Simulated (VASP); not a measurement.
Write the native input for VASP 6.6.1 that does the following.

| Item | Value |
| --- | --- |
| Task | single point |
| Functional | LDA |
| Potentials or basis | VASP PAW LDA potentials, release 64 (Cu, Sb) |
| Cutoff | 520 eV |
| k mesh | 7 × 7 × 7 |
| Occupations | methfessel-paxton, width 0.1 eV |
| Spin | no spin polarisation |
| Dipole correction | no |
| Further INCAR settings | ALGO = Normal; EDIFF = 1e-07; NBANDS = 27 |

The structure of Cu3Sb lies in POSCAR:

```
Cu3Sb
1.0
    0.0000000000      3.1129520000      3.1129520000
    3.1129520000      0.0000000000      3.1129520000
    3.1129520000      3.1129520000      0.0000000000
Cu Sb
3 1
Direct
    0.5000000000      0.5000000000      0.5000000000
    0.2500000000      0.2500000000      0.2500000000
    0.7500000000      0.7500000000      0.7500000000
    0.0000000000      0.0000000000      0.0000000000
```

One way to write it, as run:

INCAR

```
PREC = Accurate
ENCUT = 520
EDIFF = 1E-7
ISMEAR = 1
SIGMA = 0.1
LREAL = F
LASPH = T
NELM = 60
ALGO = Normal
ISIF = 2
LWAVE = F
LCHARG = F
GGA = CA
NBANDS = 27
```

KPOINTS

```
regular mesh
0
Gamma
  7 7 7
```

Potentials or basis: VASP PAW LDA potentials, release 64 (Cu, Sb).

Command:

```sh
$ cat potpaw_LDA.64/Cu/POTCAR potpaw_LDA.64/Sb/POTCAR > POTCAR
$ mpirun -np 1 vasp_std > vasp.out
```

It gave:

* Pressure: -8.0 GPa
* Band gap on the k mesh: zero (band 19 reaches 9.45 eV, above the bottom of band 20 at 8.30 eV)

Caveat: spin-orbit coupling is left out, which moves the levels of the heavy elements.

Wall time 77 s on 1 thread of Intel(R) Xeon(R) Platinum 8259CL CPU @ 2.50GHz (Skylake/Cascade Lake), on a shared host, peak memory 0.18 GiB.
